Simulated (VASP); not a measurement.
Set up this calculation in VASP 6.6.1, as the native input.

| Item | Value |
| --- | --- |
| Task | single point |
| Functional | LDA |
| Potentials or basis | VASP PAW LDA potentials, release 64 (Tl_d) |
| Cutoff | 520 eV |
| k mesh | 11 × 11 × 6 |
| Occupations | fermi-dirac, width 0.05 eV |
| Spin | no spin polarisation |
| Dipole correction | no |
| Further INCAR settings | ALGO = Normal; EDIFF = 1e-06; NBANDS = 20 |

The structure of Tl lies in POSCAR:

```
Tl
1.0
    3.4559983565      0.0000000000      0.0000000000
   -1.7279991783      2.9929823722      0.0000000000
    0.0000000000      0.0000000000      5.4145000000
Tl
2
Direct
    0.3333333333      0.6666666667      0.2500000000
    0.6666666667      0.3333333333      0.7500000000
```

This cell differs from its parent crystal: zz strain of -2 %.

One way to write it, as run:

INCAR

```
SYSTEM = Tl
  PREC = Accurate
  ENCUT = 520
  EDIFF = 1E-6
  ISMEAR = -1
  SIGMA = 0.05
  LREAL = .False.
  LASPH = .True.
  NELM = 80
  ALGO = Normal
  ISIF = 2
  LWAVE = .False.
  LCHARG = .False.
  NBANDS = 20
```

KPOINTS

```
regular mesh
0
Gamma
  11 11 6
  0 0 0
```

Potentials or basis: VASP PAW LDA potentials, release 64 (Tl_d).

Run with:

```sh
$ cat potpaw_LDA.64/Tl_d/POTCAR > POTCAR
$ mpirun -np 1 vasp_std > vasp.out
```

It gave:

```json
{"Pressure": "-0.9 GPa", "Band gap on the k mesh": "zero (bands 13 and 14 overlap by 6.00 eV)"}
```

Caveat: the cell differs from its parent crystal (zz strain of -2 %); spin-orbit coupling is left out, which moves the levels of the heavy elements.

It took 43 s on 1 thread of Intel Xeon 8259CL (shared host), peak memory 0.19 GiB.
